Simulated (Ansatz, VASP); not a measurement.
# Two plane-wave programs on Tl

```
Tl
1.0
     3.54176    0.00000    0.00000
    -1.77088    3.06725    0.00000
     0.00000    0.00000    5.56569
Tl
2
Direct
  0.33333 0.66667 0.25000
  0.66667 0.33333 0.75000
```

Alike in both runs: task single point; functional PBE; k mesh 17 × 17 × 9; occupations fermi-dirac, width 0.1 eV; no spin polarisation.

|  | VASP | Ansatz |
| --- | --- | --- |
| version | VASP 6.6.1 | Ansatz 0.2.0 |
| potentials or method | VASP PAW PBE potentials, release 64 (Tl_d), cutoff 520 eV | plane waves (420 eV) with PAW, scalar-relativistic |
| valence electrons in the cell | 26 | 26 |

```csv
,VASP,Ansatz,Ansatz less VASP
pressure (GPa),1.1,1.2,+0.07
"traceless stress, the component that is largest in VASP (GPa)",0.26,0.26,+0.003
```

Neither program's run includes spin-orbit coupling.
